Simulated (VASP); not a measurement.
The system is Si.

```xyz
1
Lattice="2.3551 -1.3072 0.0000 2.3551 1.3072 0.0000 -0.0493 0.0000 2.4496" Properties=species:S:1:pos:R:3 pbc="T T T"
Si    2.3551    0.0000    0.0000
```

```yaml
Program: VASP 6.6.1
Task: relaxation of cell and atoms
Functional: PBE
Potentials_or_basis: VASP PAW PBE potentials, release 64 (Si)
Cutoff: 600 eV
k_mesh: 8 × 8 × 8
Occupations: gaussian, width 0.1 eV
Spin: no spin polarisation
```

At the start: pressure 0.3 GPa; volume 15.08 Å³/atom.

Q: Where does the relaxation end?

A: Over 9 steps the energy falls by 8.8 meV/atom and the volume is 15.16 Å³/atom (+0.5 %); space group P6/mmm (No. 191, to 0.05 Å).

The path:
```
step  energy change (eV)  largest force (eV/Å)  pressure (GPa)  volume (Å³)
   1              0.0000                0.0000            0.32        15.08
   2             -0.0076                0.0000            0.03        15.14
   3             -0.0077                0.0000            0.01        15.15
   4             -0.0077                0.0000            0.00        15.15
   5             -0.0084                0.0000            0.05        15.15
   6             -0.0085                0.0000            0.07        15.15
   7             -0.0087                0.0000           -0.06        15.17
   8             -0.0088                0.0000           -0.01        15.17
   9             -0.0088                0.0000            0.01        15.16
```

Final structure:
```xyz
1
Lattice="2.3116 -1.3353 0.0227 2.3116 1.3353 0.0227 -0.0243 0.0000 2.4560" Properties=species:S:1:pos:R:3 pbc="T T T"
Si    2.3116    0.0000    0.0227
```
